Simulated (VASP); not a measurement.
# CoO (F-43m) in VASP: a series of runs

CoO is run at these levels: PBE+U; tasks: single point.

All numbers are computed with VASP 6.6.1; they aren't measurements. Logs are shortened: lines on timing, memory, paths and dates and some standing lists are left out, and cuts for length are marked.

## (1) The cell of the first run

It takes space group F-43m (No. 216, cubic). The conventional cell has a = 4.369 Å, b = 4.369 Å, c = 4.369 Å, α = 90.00°, β = 90.00°, γ = 90.00°. Co (site symmetry -43m) has 4 O at 1.89 Å within 2.5 Å. O (site symmetry -43m) has 4 Co at 1.89 Å within 2.5 Å.

## (2) Single point, PBE+U

Input file INCAR:

```
SYSTEM = CoO
  ALGO = Normal
  EDIFF = 1E-7
  ENCUT = 520
  GGA = PE
  ISIF = 2
  ISMEAR = 0
  LASPH = .True.
  LCHARG = .False.
  LDAU = .True.
  LDAUJ = 0 0
  LDAUL = 2 -1
  LDAUPRINT = 1
  LDAUTYPE = 2
  LDAUU = 3.32 0
  LMAXMIX = 4
  LREAL = .False.
  LWAVE = .False.
  NBANDS = 14
  NELM = 150
  PREC = Accurate
  SIGMA = 0.02
```

Input file KPOINTS:

```
k-points
0
Gamma
  14 14 14
  0 0 0
```

Input file POSCAR:

```
CoO
1.0
    0.0000000000      2.1843955592      2.1843955592
    2.1843955592      0.0000000000      2.1843955592
    2.1843955592      2.1843955592      0.0000000000
Co O
1 1
Direct
    0.0000000000      0.0000000000      0.0000000000
    0.2500000000      0.2500000000      0.2500000000
```

Potentials or basis: VASP PAW PBE potentials, release 64 (Co, O).

Run with:

```sh
> cat potpaw_PBE.64/Co/POTCAR potpaw_PBE.64/O/POTCAR > POTCAR
> mpirun -np 1 vasp_std > vasp.out
```

OUTCAR:

```text
SYSTEM = CoO
   EDIFF = 1E-7
   ENCUT = 520
   GGA = PE
   ISIF = 2
   ISMEAR = 0
   LASPH = .True.
   LREAL = .False.
   NELM = 150
   PREC = Accurate

 ion  position               nearest neighbor table
   1  0.000  0.000  0.000-   2 1.89   2 1.89   2 1.89   2 1.89
   2  0.250  0.250  0.250-   1 1.89   1 1.89   1 1.89   1 1.89

  LATTYP: Found a face centered cubic cell.
 ALAT       =     4.3687911184

  Lattice vectors:

 A1 = (   0.0000000000,   2.1843955592,   2.1843955592)
 A2 = (   2.1843955592,   0.0000000000,   2.1843955592)
 A3 = (   2.1843955592,   2.1843955592,   0.0000000000)

Analysis of symmetry for initial positions (statically):
=====================================================================
 Subroutine PRICEL returns:
 Original cell was already a primitive cell.

 Routine SETGRP: Setting up the symmetry group for a
 face centered cubic supercell.

 Subroutine GETGRP returns: Found 24 space group operations
 (whereof 24 operations were pure point group operations)
 out of a pool of 48 trial point group operations.

The static configuration has the point symmetry T_d .

Analysis of symmetry for dynamics (positions and initial velocities):
=====================================================================
 Subroutine PRICEL returns:
 Original cell was already a primitive cell.

 Routine SETGRP: Setting up the symmetry group for a
 face centered cubic supercell.

 Subroutine GETGRP returns: Found 24 space group operations
 (whereof 24 operations were pure point group operations)
 out of a pool of 48 trial point group operations.

The dynamic configuration has the point symmetry T_d .

 Subroutine INISYM returns: Found 24 space group operations
 (whereof 24 operations are pure point group operations),
 and found     1 'primitive' translations

----------------------------------------------------------------------------------------

                                     Primitive cell

  volume of cell :      20.8461

  direct lattice vectors                    reciprocal lattice vectors
     0.000000000  2.184395559  2.184395559    -0.228896272  0.228896272  0.228896272
     2.184395559  0.000000000  2.184395559     0.228896272 -0.228896272  0.228896272
     2.184395559  2.184395559  0.000000000     0.228896272  0.228896272 -0.228896272

  length of vectors
     3.089201825  3.089201825  3.089201825     0.396459973  0.396459973  0.396459973

  position of ions in fractional coordinates (direct lattice)
     0.000000000  0.000000000  0.000000000
     0.250000000  0.250000000  0.250000000

  ion indices of the primitive-cell ions
   primitive index   ion index
                 1           1
                 2           2

----------------------------------------------------------------------------------------

 KPOINTS: k-points

Automatic generation of k-mesh.
 Grid dimensions read from file:
 generate k-points for:   14   14   14

 Generating k-lattice:

  Cartesian coordinates                     Fractional coordinates (reciprocal lattice)
    -0.016349734  0.016349734  0.016349734     0.071428571  0.000000000  0.000000000
     0.016349734 -0.016349734  0.016349734     0.000000000  0.071428571  0.000000000
     0.016349734  0.016349734 -0.016349734     0.000000000  0.000000000  0.071428571

  Length of vectors
     0.028318569  0.028318569  0.028318569

  Shift w.r.t. Gamma in fractional coordinates (k-lattice)
     0.000000000  0.000000000  0.000000000

 Subroutine IBZKPT returns following result:
 ===========================================

 Found    104 irreducible k-points:

 Following reciprocal coordinates:
            Coordinates               Weight
  0.000000  0.000000  0.000000      1.000000
  0.071429  0.000000  0.000000      8.000000
  0.142857  0.000000  0.000000      8.000000
  0.214286  0.000000  0.000000      8.000000
  0.285714  0.000000  0.000000      8.000000
[... 41 lines left out ...]
   NSW    =      0    number of steps for IOM
   IBRION =     -1    ionic relax: 0-MD 1-quasi-New 2-CG
   NFREE  =      0    steps in history (QN), initial steepest desc. (CG)
   ISIF   =      2    stress and relaxation
   ISYM   =      2    0-nonsym 1-usesym 2-fastsym
   POTIM  = 0.5000    time-step for ionic-motion
   TEBEG  =    0.0;   TEEND  =   0.0 temperature during run
   PSTRESS=    0.0 pullay stress
   NELECT =      15.0000    total number of electrons
   NUPDOWN=      -1.0000    fix difference up-down
   EMIN   =  10.00;   EMAX   =-10.00  energy-range for DOS
   EFERMI =   0.00;   METHOD = LEGACY
   ISMEAR =     0;   SIGMA  =   0.02  broadening in eV -4-tet -1-fermi 0-gaus
   EFERMI_NEDOS =   21; number of points for ismear=-14 and -15
   IALGO  =     38    algorithm
   IMIX   =      4    mixing-type and parameters
     AMIX     =   0.40;   BMIX     =  1.00
     AMIX_MAG =   1.60;   BMIX_MAG =  1.00
  volume/ion in A,a.u.               =      10.42        70.34
  Fermi-wavevector in a.u.,A,eV,Ry     =   1.467002  2.772231 29.281019  2.152094
  Thomas-Fermi vector in A             =   2.582672
   LORBIT       =      0    0 simple, 1 ext, 2 COOP (PROOUT), +10 PAW based schemes
 LDA+U is selected, type is set to LDAUTYPE =  2
   angular momentum for each species LDAUL =     2   -1
   U (eV)           for each species LDAUU =   3.3  0.0
   J (eV)           for each species LDAUJ =   0.0  0.0
   GGA     = PE    functional components
   LHFCALC =     F    Hartree Fock is set to
   AEXX    =    0.0000 exact exchange contribution
   IVDW    =     0    specifies the selected vdW correction
   LEPSILON=     F    determine dielectric tensor
   LRPA    =     F    only Hartree local field effects (RPA)
 non-spin polarized calculation
 Gauss-broadening in eV      SIGMA  =   0.02
  energy-cutoff  :      520.00
  volume of cell :       20.85
 maximum number of plane-waves:       570
   NGX = 11   NGY = 11   NGZ = 11

atom =   1  type =  1  l = 2

 onsite density matrix

spin component  1

  0.6397 -0.0000  0.0000 -0.0000 -0.0000
 -0.0000  0.6397 -0.0000 -0.0000  0.0000
  0.0000 -0.0000  0.9159  0.0000  0.0000
 -0.0000 -0.0000  0.0000  0.6397  0.0000
 -0.0000  0.0000  0.0000  0.0000  0.9159

spin component  2

  0.6397 -0.0000  0.0000 -0.0000 -0.0000
 -0.0000  0.6397 -0.0000 -0.0000  0.0000
  0.0000 -0.0000  0.9159  0.0000  0.0000
 -0.0000 -0.0000  0.0000  0.6397  0.0000
 -0.0000  0.0000  0.0000  0.0000  0.9159

 occupancies and eigenvectors

  o =  0.6397  v =  0.0000  0.6386  0.0000 -0.7696  0.0000  0.0000  0.0000  0.0000  0.0000  0.0000      0.0000  0.0000  0.0000  0.0000  0.0000  0.0000  0.0000  0.0000  0.0000  0.0000
  o =  0.6397  v =  0.0000  0.0000  0.0000  0.0000  0.0000  0.0000  0.6386  0.0000 -0.7696  0.0000      0.0000  0.0000  0.0000  0.0000  0.0000  0.0000  0.0000  0.0000  0.0000  0.0000
  o =  0.6397  v =  0.0000  0.7696  0.0000  0.6386  0.0000  0.0000  0.0000  0.0000  0.0000  0.0000      0.0000  0.0000  0.0000  0.0000  0.0000  0.0000  0.0000  0.0000  0.0000  0.0000
  o =  0.6397  v =  0.0000  0.0000  0.0000  0.0000  0.0000  0.0000  0.7696  0.0000  0.6386  0.0000      0.0000  0.0000  0.0000  0.0000  0.0000  0.0000  0.0000  0.0000  0.0000  0.0000
  o =  0.6397  v =  0.0000  0.0000  0.0000  0.0000  0.0000  1.0000  0.0000  0.0000  0.0000  0.0000      0.0000  0.0000  0.0000  0.0000  0.0000  0.0000  0.0000  0.0000  0.0000  0.0000
  o =  0.6397  v =  1.0000  0.0000  0.0000  0.0000  0.0000  0.0000  0.0000  0.0000  0.0000  0.0000      0.0000  0.0000  0.0000  0.0000  0.0000  0.0000  0.0000  0.0000  0.0000  0.0000
  o =  0.9159  v =  0.0000 -0.0000  0.0159  0.0000  0.9999  0.0000  0.0000  0.0000  0.0000  0.0000      0.0000  0.0000  0.0000  0.0000  0.0000  0.0000  0.0000  0.0000  0.0000  0.0000
  o =  0.9159  v =  0.0000  0.0000  0.0000  0.0000  0.0000  0.0000 -0.0000  0.0159  0.0000  0.9999      0.0000  0.0000  0.0000  0.0000  0.0000  0.0000  0.0000  0.0000  0.0000  0.0000
  o =  0.9159  v =  0.0000  0.0000 -0.9999  0.0000  0.0159  0.0000  0.0000  0.0000  0.0000  0.0000      0.0000  0.0000  0.0000  0.0000  0.0000  0.0000  0.0000  0.0000  0.0000  0.0000
  o =  0.9159  v =  0.0000  0.0000  0.0000  0.0000  0.0000  0.0000  0.0000 -0.9999  0.0000  0.0159      0.0000  0.0000  0.0000  0.0000  0.0000  0.0000  0.0000  0.0000  0.0000  0.0000

 number of electron      14.9999993 magnetization

 Free energy of the ion-electron system (eV)
  ---------------------------------------------------
  ext. energy  EPLUGINS =         0.00000000
  ---------------------------------------------------
  free energy    TOTEN  =       -10.16157551 eV

  energy without entropy =      -10.16099215  energy(sigma->0) =      -10.16128383

 E-fermi :   7.0645     XC(G=0): -11.7307

 val. band max:        7.0509897228   @ k =   0.3571   0.3571   0.0000
 cond. band min:       7.0667138866   @ k =  -0.3571   0.3571   0.0000
 fundamental gap:      0.0157241638
 Fermi energy:         7.0644796714

 k-point     1 :       0.0000    0.0000    0.0000
  band No.  band energies     occupation
      1     -13.8206      2.00000
      2       0.6130      2.00000
      3       0.6130      2.00000
      4       0.6130      2.00000
      5       4.7835      2.00000
      6       4.7835      2.00000
      7       7.6309      0.00000
      8       8.5704      0.00000
      9       8.5705      0.00000
     10       8.5705      0.00000
     11      22.3309      0.00000
     12      22.3309      0.00000
     13      22.3309      0.00000
     14      28.3906      0.00000
[... 377 lines left out ...]
      1     -13.4067      2.00000
      2      -0.2448      2.00000
      3       0.7964      2.00000
      4       0.8487      2.00000
      5       4.6180      2.00000
      6       4.9445      2.00000
      7       7.2601      0.00000
      8       7.8705      0.00000
      9       7.9768      0.00000
     10      10.4965      0.00000
     11      18.7749      0.00000
     12      21.2673      0.00000
     13      21.9091      0.00000
     14      24.0680      0.00000

 [... further k-points ...]

------------------------ aborting loop because EDIFF is reached ----------------------------------------

  FORCE on cell =-STRESS in cart. coord.  units (eV):
  Direction    XX          YY          ZZ          XY          YZ          ZX
  --------------------------------------------------------------------------------------
  -------------------------------------------------------------------------------------
  Total       -0.4917163     -0.4917163     -0.4917163      0.0000000      0.0000000      0.0000000
  in kB      -37.7921253    -37.7921253    -37.7921253      0.0000000      0.0000000      0.0000000
  external PRESSURE =     -37.7921253 kB  Pullay stress =       0.0000000 kB

 VOLUME and BASIS-vectors are now :
 -----------------------------------------------------------------------------
  energy-cutoff  :      520.00
  volume of cell :       20.85
      direct lattice vectors                 reciprocal lattice vectors
     0.000000000  2.184395559  2.184395559    -0.228896272  0.228896272  0.228896272
     2.184395559  0.000000000  2.184395559     0.228896272 -0.228896272  0.228896272
     2.184395559  2.184395559  0.000000000     0.228896272  0.228896272 -0.228896272

 POSITION                                       TOTAL-FORCE (eV/Angst)
 -----------------------------------------------------------------------------------
      0.00000      0.00000      0.00000        -0.000000     -0.000000     -0.000000
      1.09220      1.09220      1.09220         0.000000      0.000000      0.000000
 -----------------------------------------------------------------------------------
    total drift:                                0.000000      0.000000     -0.000000

  FREE ENERGIE OF THE ION-ELECTRON SYSTEM (eV)
  ---------------------------------------------------
  free  energy   TOTEN  =       -10.1615755058 eV

  energy  without entropy=      -10.1609921458  energy(sigma->0) =      -10.16128383
```

Wall time 22 s (1 thread of AMD EPYC 9R45 (Zen 5), shared host); peak memory 0.13 GiB.

What came out:

- Free energy: -10.1616 eV
- Pressure: -3.8 GPa
- Band gap on the k mesh: zero (an odd number of electrons rules out a gap without spin polarisation)

Eigenvalues of the final occupation matrices:
| site | spin | trace | eigenvalues |
| --- | --- | --- | --- |
| site 1 d | 1 | 3.75 | 0.64 0.64 0.64 0.92 0.92 |
| site 1 d | 2 | 3.75 | 0.64 0.64 0.64 0.92 0.92 |

Caveat: the cell stands under tension; an odd number of electrons without spin polarisation forces a metal; a magnetic or distorted state may lie lower; the run has no spin polarisation, though such a crystal can be magnetic; U without spin polarisation on a metal has little footing.

## (3) Single point, PBE+U

This run uses another cell than the first one, of 12.48 Å³/atom.

Input file INCAR:

```
PREC = Accurate
ENCUT = 520
EDIFF = 1E-6
ISMEAR = 0
SIGMA = 0.02
LREAL = F
LASPH = T
NELM = 150
ALGO = Normal
ISIF = 2
LWAVE = F
LCHARG = T
LMAXMIX = 4
LDAU = T
LDAUTYPE = 2
LDAUL = 2 -1
LDAUU = 3.32 0
LDAUJ = 0 0
LDAUPRINT = 1
GGA = PE
LELF = T
LVHAR = T
NBANDS = 14
```

Input file KPOINTS:

```
Automatic mesh
0
Gamma
  14 14 14
```

Input file POSCAR:

```
CoO
1.0
    0.0000000000      2.3192549574      2.3192549574
    2.3192549574      0.0000000000      2.3192549574
    2.3192549574      2.3192549574      0.0000000000
Co O
1 1
Direct
    0.0000000000      0.0000000000      0.0000000000
    0.2500000000      0.2500000000      0.2500000000
```

Potentials or basis: VASP PAW PBE potentials, release 64 (Co, O).

Run with:

```sh
> cat potpaw_PBE.64/Co/POTCAR potpaw_PBE.64/O/POTCAR > POTCAR
> mpirun -np 1 vasp_std > vasp.out
```

It took 23 s on 1 thread of AMD EPYC 9R45 (Zen 5), shared host; peak memory 0.13 GiB.

It converged, with:

* Free energy: -9.7738 eV
* Pressure: -23.1 GPa
* Band gap on the k mesh: zero (an odd number of electrons rules out a gap without spin polarisation)

Levels at points of the mesh, in eV from the Fermi level:
```tsv
k point	band 5	band 6	band 7	band 8	band 9	band 10
(0.00, 0.00, 0.00)	-1.99	-1.99	0.37	1.20	1.20	1.20
(0.50, 0.00, 0.00)	-1.74	-1.74	-0.89	0.44	0.44	5.72
(0.50, 0.50, 0.00)	-1.71	-1.53	-1.37	-0.27	-0.27	5.56
```

Eigenvalues of the final occupation matrices:
| site | spin | trace | eigenvalues |
| --- | --- | --- | --- |
| site 1 d | 1 | 3.68 | 0.61 0.61 0.61 0.93 0.93 |
| site 1 d | 2 | 3.68 | 0.61 0.61 0.61 0.93 0.93 |

Caveat: the cell stands under tension; an odd number of electrons without spin polarisation forces a metal; a magnetic or distorted state may lie lower; the run has no spin polarisation, though such a crystal can be magnetic; U without spin polarisation on a metal has little footing. Spin polarisation is off, so any magnetic state and its effect on volume and gap are missing.
